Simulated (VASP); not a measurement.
# InSe (R3m) in VASP: single point with PBE

Aim: the single point of InSe with PBE.

All numbers are computed with VASP 6.6.1; they aren't measurements. Logs are shortened: lines on timing, memory, paths and dates and some standing lists are left out, and cuts for length are marked.

## (1) The cell of the first run

The structure is trigonal, space group R3m (No. 160). The conventional cell has a = 4.000 Å, b = 4.000 Å, c = 25.320 Å, α = 90.00°, β = 90.00°, γ = 120.00°. In (site symmetry 3m) has 3 Se at 2.63 Å and 1 In at 2.82 Å within 3.5 Å. Within 3.5 Å of In (site symmetry 3m) lie 3 Se at 2.64 Å and 1 In at 2.82 Å. Within 3.5 Å of Se (site symmetry 3m) lie 3 In at 2.63 Å. Se (site symmetry 3m) has 3 In at 2.64 Å within 3.5 Å.

## (2) Single point, PBE

The input, INCAR:

```
ALGO = Normal
EDIFF = 1E-6
ENCUT = 500
GGA = PE
GGA_COMPAT = False
ISIF = 2
ISMEAR = 0
LASPH = True
LCHARG = False
LREAL = False
LWAVE = False
NBANDS = 27
NELM = 120
PREC = Accurate
SIGMA = 0.01
```

The input, KPOINTS:

```
k-points
0
Gamma
  3 3 3
```

The input, POSCAR:

```
InSe
1.0
    2.0000000000      1.1547005384      8.4400000000
   -2.0000000000      1.1547005384      8.4400000000
    0.0000000000     -2.3094010768      8.4400000000
In Se
2 2
Direct
    0.8886000000      0.8886000000      0.8886000000
    0.0000000000      0.0000000000      0.0000000000
    0.1719000000      0.1719000000      0.1719000000
    0.3835000000      0.3835000000      0.3835000000
```

Potentials or basis: VASP PAW PBE potentials, release 64 (In_d, Se).

Command:

```console
$ cat potpaw_PBE.64/In_d/POTCAR potpaw_PBE.64/Se/POTCAR > POTCAR
$ mpirun -np 1 vasp_std > vasp.out
```

OUTCAR:

```text
EDIFF = 1E-6
   ENCUT = 500
   GGA = PE
   ISIF = 2
   ISMEAR = 0
   LASPH = True
   LREAL = False
   NELM = 120
   PREC = Accurate

 ion  position               nearest neighbor table
   1  0.889  0.889  0.889-   3 2.63   3 2.63   3 2.63   2 2.82
   2  0.000  0.000  0.000-   4 2.64   4 2.64   4 2.64   1 2.82
   3  0.172  0.172  0.172-   1 2.63   1 2.63   1 2.63
   4  0.383  0.383  0.383-   2 2.64   2 2.64   2 2.64

  LATTYP: Found a trigonal (rhomboedric) cell.
 ALAT       =     8.7502533297
 COS(alpha) =     0.8955162542

  Lattice vectors:

 A1 = (   2.0000000000,   1.1547005384,   8.4400000000)
 A2 = (  -2.0000000000,   1.1547005384,   8.4400000000)
 A3 = (   0.0000000000,  -2.3094010768,   8.4400000000)

Analysis of symmetry for initial positions (statically):
=====================================================================
 Subroutine PRICEL returns:
 Original cell was already a primitive cell.

 Routine SETGRP: Setting up the symmetry group for a
 trigonal (rhombohedral) supercell.

 Subroutine GETGRP returns: Found  6 space group operations
 (whereof  6 operations were pure point group operations)
 out of a pool of 12 trial point group operations.

The static configuration has the point symmetry C_3v.

Analysis of symmetry for dynamics (positions and initial velocities):
=====================================================================
 Subroutine PRICEL returns:
 Original cell was already a primitive cell.

 Routine SETGRP: Setting up the symmetry group for a
 trigonal (rhombohedral) supercell.

 Subroutine GETGRP returns: Found  6 space group operations
 (whereof  6 operations were pure point group operations)
 out of a pool of 12 trial point group operations.

The dynamic configuration has the point symmetry C_3v.

 Subroutine INISYM returns: Found  6 space group operations
 (whereof  6 operations are pure point group operations),
 and found     1 'primitive' translations

----------------------------------------------------------------------------------------

                                     Primitive cell

  volume of cell :     116.9481

  direct lattice vectors                    reciprocal lattice vectors
     2.000000000  1.154700538  8.440000000     0.250000000  0.144337567  0.039494471
    -2.000000000  1.154700538  8.440000000    -0.250000000  0.144337567  0.039494471
     0.000000000 -2.309401077  8.440000000     0.000000000 -0.288675135  0.039494471

  length of vectors
     8.750253330  8.750253330  8.750253330     0.291364285  0.291364285  0.291364285

  position of ions in fractional coordinates (direct lattice)
     0.888600000  0.888600000  0.888600000
     0.000000000  0.000000000  0.000000000
     0.171900000  0.171900000  0.171900000
     0.383500000  0.383500000  0.383500000

  ion indices of the primitive-cell ions
   primitive index   ion index
                 1           1
                 2           2
                 3           3
                 4           4

----------------------------------------------------------------------------------------

 KPOINTS: k-points

Automatic generation of k-mesh.
 Grid dimensions read from file:
 generate k-points for:    3    3    3

 Generating k-lattice:

  Cartesian coordinates                     Fractional coordinates (reciprocal lattice)
     0.083333333  0.048112522  0.013164824     0.333333333  0.000000000  0.000000000
    -0.083333333  0.048112522  0.013164824     0.000000000  0.333333333  0.000000000
     0.000000000 -0.096225045  0.013164824     0.000000000  0.000000000  0.333333333

  Length of vectors
     0.097121428  0.097121428  0.097121428

  Shift w.r.t. Gamma in fractional coordinates (k-lattice)
     0.000000000  0.000000000  0.000000000

 Subroutine IBZKPT returns following result:
 ===========================================

 Found      6 irreducible k-points:

 Following reciprocal coordinates:
            Coordinates               Weight
  0.000000  0.000000  0.000000      1.000000
  0.333333 -0.000000  0.000000      6.000000
  0.333333  0.333333  0.000000      6.000000
 -0.333333  0.333333  0.000000      6.000000
  0.333333  0.333333  0.333333      2.000000
 -0.333333  0.333333  0.333333      6.000000
   k-points           NKPTS =      6   k-points in BZ     NKDIM =      6   number of bands    NBANDS=     27
   number of dos      NEDOS =    301   number of ions     NIONS =      4
   total plane-waves  NPLWV = 262144
   dimension x,y,z NGX =    64 NGY =   64 NGZ =   64
   dimension x,y,z NGXF=   128 NGYF=  128 NGZF=  128
   ions per type =               2   2
   NGX,Y,Z   is equivalent  to a cutoff of  12.16, 12.16, 12.16 a.u.
   NGXF,Y,Z  is equivalent  to a cutoff of  24.32, 24.32, 24.32 a.u.
 SYSTEM =  unknown system
   PREC   = accura    normal or accurate (medium, high low for compatibility)
   ISTART =      0    job   : 0-new  1-cont  2-samecut
   ICHARG =      2    charge: 1-file 2-atom 10-const
   ISPIN  =      1    spin polarized calculation?
   LNONCOLLINEAR =      F non collinear calculations
   LSORBIT =      F    spin-orbit coupling
   LASPH  =      T    aspherical Exc in radial PAW
   ENCUT  =  500.0 eV  36.75 Ry    6.06 a.u.  15.95 15.95 15.95*2*pi/ulx,y,z
   NELM   =    120;   NELMIN=  2; NELMDL= -5     # of ELM steps
   EDIFF  = 0.1E-05   stopping-criterion for ELM
   LREAL  =      F    real-space projection
   EDIFFG = 0.1E-04   stopping-criterion for IOM
   NSW    =      0    number of steps for IOM
   IBRION =     -1    ionic relax: 0-MD 1-quasi-New 2-CG
   NFREE  =      0    steps in history (QN), initial steepest desc. (CG)
   ISIF   =      2    stress and relaxation
   ISYM   =      2    0-nonsym 1-usesym 2-fastsym
   POTIM  = 0.5000    time-step for ionic-motion
   TEBEG  =    0.0;   TEEND  =   0.0 temperature during run
   PSTRESS=    0.0 pullay stress
   NELECT =      38.0000    total number of electrons
   NUPDOWN=      -1.0000    fix difference up-down
   EMIN   =  10.00;   EMAX   =-10.00  energy-range for DOS
   EFERMI =   0.00;   METHOD = LEGACY
   ISMEAR =     0;   SIGMA  =   0.01  broadening in eV -4-tet -1-fermi 0-gaus
   EFERMI_NEDOS =   21; number of points for ismear=-14 and -15
   IALGO  =     38    algorithm
   IMIX   =      4    mixing-type and parameters
     AMIX     =   0.40;   BMIX     =  1.00
     AMIX_MAG =   1.60;   BMIX_MAG =  1.00
  volume/ion in A,a.u.               =      29.24       197.30
  Fermi-wavevector in a.u.,A,eV,Ry     =   1.125481  2.126852 17.234615  1.266709
  Thomas-Fermi vector in A             =   2.262159
   LORBIT       =      0    0 simple, 1 ext, 2 COOP (PROOUT), +10 PAW based schemes
   GGA     = PE    functional components
   LHFCALC =     F    Hartree Fock is set to
   AEXX    =    0.0000 exact exchange contribution
   IVDW    =     0    specifies the selected vdW correction
   LEPSILON=     F    determine dielectric tensor
   LRPA    =     F    only Hartree local field effects (RPA)
 non-spin polarized calculation
 Gauss-broadening in eV      SIGMA  =   0.01
  energy-cutoff  :      500.00
  volume of cell :      116.95
 maximum number of plane-waves:      2989
   NGX = 31   NGY = 31   NGZ = 31

 number of electron      38.0000005 magnetization

 Free energy of the ion-electron system (eV)
  ---------------------------------------------------
  ext. energy  EPLUGINS =         0.00000000
  ---------------------------------------------------
  free energy    TOTEN  =       -13.84129238 eV

  energy without entropy =      -13.84129238  energy(sigma->0) =      -13.84129238

 E-fermi :   3.6330     XC(G=0):  -8.8830

 val. band max:        3.5860504734   @ k =   0.3333   0.3333   0.3333
 cond. band min:       5.0651736149   @ k =   0.3333   0.3333   0.3333
 fundamental gap:      1.4791231416
 Fermi energy:         3.6329632777

 k-point     1 :       0.0000    0.0000    0.0000
  band No.  band energies     occupation
      1     -10.6796      2.00000
      2     -10.5074      2.00000
      3     -10.5074      2.00000
      4     -10.4336      2.00000
      5     -10.4336      2.00000
      6     -10.4133      2.00000
[... 19 lines left out ...]
     26       9.6055      0.00000
     27      11.6620      0.00000

 k-point     2 :       0.3333   -0.0000    0.0000
  band No.  band energies     occupation
      1     -10.7872      2.00000
      2     -10.6801      2.00000
      3     -10.6157      2.00000
      4     -10.4997      2.00000
      5     -10.4345      2.00000
      6     -10.3763      2.00000
[... 19 lines left out ...]
     26      10.7752      0.00000
     27      11.3658      0.00000

 k-point     3 :       0.3333    0.3333    0.0000
  band No.  band energies     occupation
      1     -10.7827      2.00000
      2     -10.6856      2.00000
      3     -10.6147      2.00000
      4     -10.5001      2.00000
      5     -10.4344      2.00000
      6     -10.3761      2.00000
[... 19 lines left out ...]
     26      11.0058      0.00000
     27      11.5576      0.00000

 k-point     4 :      -0.3333    0.3333    0.0000
  band No.  band energies     occupation
      1     -10.8341      2.00000
      2     -10.7498      2.00000
      3     -10.6090      2.00000
      4     -10.5241      2.00000
      5     -10.4119      2.00000
      6     -10.3767      2.00000
[... 19 lines left out ...]
     26      11.0363      0.00000
     27      11.8248      0.00000

 k-point     5 :       0.3333    0.3333    0.3333
  band No.  band energies     occupation
      1     -10.6795      2.00000
      2     -10.5075      2.00000
      3     -10.5075      2.00000
      4     -10.4335      2.00000
      5     -10.4335      2.00000
      6     -10.4133      2.00000
[... 19 lines left out ...]
     26       9.6993      0.00000
     27      12.0236      0.00000

 k-point     6 :      -0.3333    0.3333    0.3333
  band No.  band energies     occupation
      1     -10.7788      2.00000
      2     -10.6906      2.00000
      3     -10.6138      2.00000
      4     -10.5000      2.00000
      5     -10.4344      2.00000
      6     -10.3761      2.00000
[... 19 lines left out ...]
     26      10.9528      0.00000
     27      11.3354      0.00000

------------------------ aborting loop because EDIFF is reached ----------------------------------------

  FORCE on cell =-STRESS in cart. coord.  units (eV):
  Direction    XX          YY          ZZ          XY          YZ          ZX
  --------------------------------------------------------------------------------------
  -------------------------------------------------------------------------------------
  Total        3.4705306      3.4705306      1.0064372      0.0000000      0.0000000      0.0000000
  in kB       47.5459364     47.5459364     13.7880934      0.0000000      0.0000000      0.0000000
  external PRESSURE =      36.2933221 kB  Pullay stress =       0.0000000 kB

 VOLUME and BASIS-vectors are now :
 -----------------------------------------------------------------------------
  energy-cutoff  :      500.00
  volume of cell :      116.95
      direct lattice vectors                 reciprocal lattice vectors
     2.000000000  1.154700538  8.440000000     0.250000000  0.144337567  0.039494471
    -2.000000000  1.154700538  8.440000000    -0.250000000  0.144337567  0.039494471
     0.000000000 -2.309401077  8.440000000     0.000000000 -0.288675135  0.039494471

 POSITION                                       TOTAL-FORCE (eV/Angst)
 -----------------------------------------------------------------------------------
      0.00000      0.00000     22.49935         0.000000     -0.000000      0.348334
      0.00000      0.00000      0.00000         0.000000      0.000000     -0.331514
      0.00000      0.00000      4.35251         0.000000     -0.000000     -0.314616
      0.00000      0.00000      9.71022         0.000000      0.000000      0.297796
 -----------------------------------------------------------------------------------
    total drift:                               -0.000000      0.000000     -0.000652

  FREE ENERGIE OF THE ION-ELECTRON SYSTEM (eV)
  ---------------------------------------------------
  free  energy   TOTEN  =       -13.8412923804 eV

  energy  without entropy=      -13.8412923804  energy(sigma->0) =      -13.84129238
```

Run time: 2.8 min. Hardware: 1 thread of Intel Xeon 8259CL, shared host; peak memory 0.51 GiB.

What came out:

```yaml
Free_energy: -13.8413 eV
Pressure: 3.6 GPa
Largest_force: 0.348 eV/Å
Band_gap_on_the_k_mesh: 1.48 eV, direct
```

Forces on the atoms (eV/Å):
```
In   0.000  0.000  0.348
In   0.000  0.000 -0.332
Se   0.000  0.000 -0.315
Se   0.000  0.000  0.298
```

Levels at points of the mesh, in eV from the valence-band top:
```
           k point  band 17  band 18  band 19  band 20  band 21  band 22
(0.00, 0.00, 0.00)    -0.73    -0.64    -0.64     2.23     2.64     4.92
```

Caveat: the k points lie up to 0.61 Å⁻¹ apart; spin-orbit coupling is left out, which moves the levels of the heavy elements. Expect the measured gap to be larger: semilocal functionals such as PBE lack the derivative discontinuity.
